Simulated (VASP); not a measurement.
Write the native input for VASP 6.6.1 that does the following.

```
Task                   : single point
Functional             : r2SCAN
Potentials or basis    : VASP PAW PBE potentials, release 64 (Sc_sv)
Cutoff                 : 520 eV
k mesh                 : 8 × 8 × 8
Occupations            : gaussian, width 0.1 eV
Spin                   : no spin polarisation
Dipole correction      : no
Further INCAR settings : ALGO = Normal; EDIFF = 1e-07; NBANDS = 12
```

Sc:

```xyz
1
Lattice="0.0000 2.3255 2.3255 2.3255 0.0000 2.3255 2.3255 2.3255 0.0000" Properties=species:S:1:pos:R:3 pbc="T T T"
Sc    0.0000    0.0000    0.0000
```

This isn't the form of Sc at room conditions, which is hcp.

One way to write it, as run:

POSCAR

```
Sc
1.0
    0.0000000000      2.3254878802      2.3254878802
    2.3254878802      0.0000000000      2.3254878802
    2.3254878802      2.3254878802      0.0000000000
Sc
1
Direct
    0.0000000000      0.0000000000      0.0000000000
```

INCAR.step1

```
PREC = Accurate
ENCUT = 520
ISMEAR = 0
SIGMA = 0.1
LREAL = F
LASPH = T
NELM = 100
NBANDS = 12
GGA = PE
ALGO = Normal
EDIFF = 1E-4
LWAVE = T
LCHARG = F
```

INCAR.step2

```
PREC = Accurate
ENCUT = 520
EDIFF = 1E-7
ISMEAR = 0
SIGMA = 0.1
LREAL = F
LASPH = T
NELM = 100
ALGO = Normal
ISIF = 2
LWAVE = F
LCHARG = F
METAGGA = R2SCAN
LMIXTAU = T
NBANDS = 12
ISTART = 1
```

KPOINTS

```
regular mesh
0
Gamma
  8 8 8
```

Potentials or basis: VASP PAW PBE potentials, release 64 (Sc_sv).

Run with:

```console
$ cat potpaw_PBE.64/Sc_sv/POTCAR > POTCAR
$ cp INCAR.step1 INCAR
$ mpirun -np 1 vasp_std > vasp.out
$ cp INCAR.step2 INCAR
$ mpirun -np 1 vasp_std > vasp.out
```

It gave:

```yaml
Pressure: 0.2 GPa
Band_gap_on_the_k_mesh: zero (an odd number of electrons rules out a gap without spin polarisation)
```

Caveat: the PAW data sets were made with another functional, which shifts forces and pressure a little.

It took 60 s on 1 thread of Intel Xeon 8259CL (shared host), peak memory 0.15 GiB.
